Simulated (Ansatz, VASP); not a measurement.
**One calculation of SnO, two programs**

INCAR

```
SYSTEM = SnO
  PREC = Accurate
  ENCUT = 520
  EDIFF = 1E-7
  ISMEAR = 0
  SIGMA = 0.05
  LREAL = .FALSE.
  LASPH = .TRUE.
  NELM = 100
  ALGO = Normal
  ISIF = 2
  LWAVE = .FALSE.
  LCHARG = .TRUE.
  LDIPOL = .TRUE.
  IDIPOL = 3
  DIPOL = 0.5 0.5 0.394
  GGA = PE
  IVDW = 12
  LELF = .TRUE.
  LVHAR = .TRUE.
  LVACPOTAV = .TRUE.
  NBANDS = 50
```

The input KPOINTS:

```
Automatic mesh
0
G
  7 7 1
  0 0 0
```

Contents of POSCAR:

```
SnO
1.0
    3.8201526160      0.0002954389      0.0000000000
   -0.0003145156      3.8201526145      0.0000000000
    0.0000000000      0.0000000000     22.2260756252
Sn O
4 4
Direct
    0.9999453016      0.9999453016      0.2024648920
    0.4999453016      0.4999453016      0.3087831576
    0.4999453016      0.6249453016      0.4797535108
   -0.0000546984      0.1249453016      0.5860717765
    0.9999461184      0.4999461184      0.2556240248
    0.4999461184      0.9999461184      0.2556240248
    0.4999461184      0.1249461184      0.5329126436
   -0.0000538816      0.6249461184      0.5329126436
```

Input for Ansatz:

```yaml
crystal:
  lattice:
    - [3.8201528543, 0.0002954551, 0.0]
    - [-0.0003145191, 3.8201528528, 0.0]
    - [0.0, 0.0, 22.226074346]
  atoms:
    - { symbol: Sn, position: [0.9999452911, 0.9999452911, 0.2024649036] }
    - { symbol: O, position: [0.9999461074, 0.4999461074, 0.2556240251] }
    - { symbol: O, position: [0.4999461074, 0.9999461074, 0.2556240251] }
    - { symbol: Sn, position: [0.4999452911, 0.4999452911, 0.3087831466] }
    - { symbol: Sn, position: [0.4999452911, 0.6249452911, 0.4797535096] }
    - { symbol: O, position: [0.4999461074, 0.1249461074, 0.5329126311] }
    - { symbol: O, position: [-5.38926e-05, 0.6249461074, 0.5329126311] }
    - { symbol: Sn, position: [-5.47089e-05, 0.1249452911, 0.5860717526] }
basis:
  ecutwfc: 420
kpoints:
  mp_grid: { grid: [7, 7, 1] }
hamiltonian:
  xc: pbe
  pseudopotentials: { kind: paw, azcp: { folder: soft_1 } }
  dispersion: d3bj
scf:
  occupations: { method: gaussian, width: 0.05 }
output:
  forces: true
  eigenvalues: true
efield:
  axis: 3
  dipole_correction: true
  ramp_width: 0.04
```

Alike in both runs: task single point; functional PBE; dispersion D3(BJ); k mesh 7 × 7 × 1; occupations gaussian, width 0.05 eV; no spin polarisation.

```csv
,VASP,Ansatz
version,VASP 6.6.1,Ansatz 0.2.0
potentials or method,"VASP PAW PBE potentials, release 64 (Sn_d, O), cutoff 520 eV","scalar-relativistic, plane waves, PAW"
valence electrons in the cell,80,80
```

```tsv
	VASP	Ansatz	Ansatz less VASP
gap on the k mesh at the Fermi level (eV)	2.02	2.03	+0.006
least direct gap on the mesh (eV)	2.23	2.24	+0.009
rms of the force components (eV/Å)	0.064	0.086	+0.0221
```

Ansatz's warnings: structure snapped to symmetry.
